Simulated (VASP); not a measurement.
The system is TaRu4.

```
Ta Ru
1.0
     2.71366    0.00000    0.00000
    -1.35683    2.35010    0.00000
     0.00000    0.00000   22.02817
Ta Ru
2 8
Direct
  0.33333 0.66667 0.25000
  0.66667 0.33333 0.75000
  0.33333 0.66667 0.85000
  0.33333 0.66667 0.05000
  0.33333 0.66667 0.45000
  0.33333 0.66667 0.65000
  0.66667 0.33333 0.95000
  0.66667 0.33333 0.15000
  0.66667 0.33333 0.35000
  0.66667 0.33333 0.55000
```

```yaml
Program: VASP 6.6.1
Task: relaxation of cell and atoms
Functional: PBE
Potentials_or_basis: VASP PAW PBE potentials, release 64 (Ta_pv, Ru_pv)
Cutoff: 600 eV
k_mesh: 6 × 6 × 1
Occupations: gaussian, width 0.1 eV
Spin: no spin polarisation
```

At the start: pressure 13.8 GPa; volume 14.05 Å³/atom.

How do energy, volume and symmetry change on relaxing?

Over 13 steps the energy falls by 84.6 meV/atom and the volume is 14.69 Å³/atom (+4.6 %); space group P6_3/mmc (No. 194, to 0.1 Å) before and after.

Step by step:
| step | energy change (eV) | largest force (eV/Å) | pressure (GPa) | volume (Å³) |
| --- | --- | --- | --- | --- |
| 1 | 0.0000 | 1.7637 | 13.79 | 140.48 |
| 2 | 1.0594 | 0.6265 | -25.67 | 166.48 |
| 3 | -0.4621 | 1.2274 | -3.93 | 149.05 |
| 4 | -0.4632 | 1.2473 | -3.22 | 148.65 |
| 5 | -0.7456 | 0.5813 | -0.25 | 146.98 |
| 6 | -0.7781 | 0.2328 | 1.56 | 146.17 |
| 7 | -0.8318 | 0.1708 | -2.13 | 148.23 |
| 8 | -0.8372 | 0.0953 | -1.35 | 147.76 |
| 9 | -0.8311 | 0.1006 | 2.53 | 145.68 |
| 10 | -0.8441 | 0.0986 | 0.26 | 146.87 |
| 11 | -0.8451 | 0.0294 | -0.29 | 147.13 |
| 12 | -0.8452 | 0.0456 | -0.16 | 147.07 |
| 13 | -0.8455 | 0.0258 | 0.14 | 146.90 |

Final structure:
```
Ta Ru
1.0
     2.76409    0.00000    0.00000
    -1.38205    2.39377    0.00000
     0.00000    0.00000   22.20098
Ta Ru
2 8
Direct
  0.33333 0.66667 0.25000
  0.66667 0.33333 0.75000
  0.33333 0.66667 0.85692
  0.33333 0.66667 0.04736
  0.33333 0.66667 0.45264
  0.33333 0.66667 0.64308
  0.66667 0.33333 0.95264
  0.66667 0.33333 0.14308
  0.66667 0.33333 0.35692
  0.66667 0.33333 0.54736
```

Caveat: the k points lie up to 0.44 Å⁻¹ apart in the final cell, too coarse for converged energies and pressures of a metal.
